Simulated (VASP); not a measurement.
PbSe: relaxation of cell and atoms with PBEsol+D4

Crystal: PbSe.

```
Pb Se
1.0
     3.78432    0.00000    0.00000
     0.00000    3.78432    0.00000
     0.00000    0.00000    3.78432
Pb Se
1 1
Direct
  0.00000 0.00000 0.00000
  0.50000 0.50000 0.50000
```

```
Program                : VASP 6.6.1
Task                   : relaxation of cell and atoms
Functional             : PBEsol
Dispersion             : D4
Potentials or basis    : VASP PAW PBE potentials, release 64 (Pb_d, Se)
Cutoff                 : 600 eV
k mesh                 : 7 × 7 × 7
Occupations            : fermi-dirac, width 0.05 eV
Spin                   : no spin polarisation
Dipole correction      : no
Further INCAR settings : ALGO = Normal; EDIFF = 1e-07; IBRION = 2; EDIFFG = -0.01; NSW = 60; ISIF = 3
```

- Relaxed volume: 24.76 Å³/atom
- Relaxed cell: a = 3.672 Å, b = 3.672 Å, c = 3.672 Å, α = 90.00°, β = 90.00°, γ = 90.00°
- Space group after relaxing (to 0.05 Å): Pm-3m (No. 221)
- Energy gained by relaxing: 36.7 meV/atom
- Ionic steps: 3
- Pressure after relaxing: 0.0 GPa
- Band gap on the k mesh: zero (band 10 reaches 6.24 eV, above the bottom of band 11 at 5.77 eV)
- Dispersion energy per atom: -0.265 eV

Step by step:
| step | energy change (eV) | largest force (eV/Å) | pressure (GPa) | volume (Å³) |
| --- | --- | --- | --- | --- |
| 1 | 0.0000 | 0.0000 | -4.60 | 54.20 |
| 2 | -0.0672 | 0.0000 | 1.66 | 48.32 |
| 3 | -0.0733 | 0.0000 | 0.01 | 49.52 |

Final structure:
```cif
data_structure
_symmetry_space_group_name_H-M 'P 1'
_symmetry_Int_Tables_number 1
_cell_length_a 3.6721
_cell_length_b 3.6721
_cell_length_c 3.6721
_cell_angle_alpha 90.000
_cell_angle_beta 90.000
_cell_angle_gamma 90.000
_cell_volume 49.52
loop_
_atom_site_label
_atom_site_type_symbol
_atom_site_fract_x
_atom_site_fract_y
_atom_site_fract_z
_atom_site_occupancy
Pb1 Pb 0.00000 0.00000 0.00000 1
Se1 Se 0.50000 0.50000 0.50000 1
```

Levels at points of the mesh, in eV from the Fermi level:
| k point | band 7 | band 8 | band 9 | band 10 | band 11 | band 12 | band 13 | band 14 |
| --- | --- | --- | --- | --- | --- | --- | --- | --- |
| (0.00, 0.00, 0.00) | -6.88 | -1.75 | -1.75 | -1.75 | 4.92 | 4.92 | 6.67 | 6.67 |

Run time: 36 s on 1 thread of Intel(R) Xeon(R) Platinum 8259CL CPU @ 2.50GHz (Skylake/Cascade Lake), with other jobs on the host, peak memory 0.18 GiB.

Caveat: the PAW data sets were made with another functional, which shifts forces and pressure a little; spin-orbit coupling is left out, which moves the levels of the heavy elements; pairwise dispersion overbinds metals, which lowers pressure and volume.
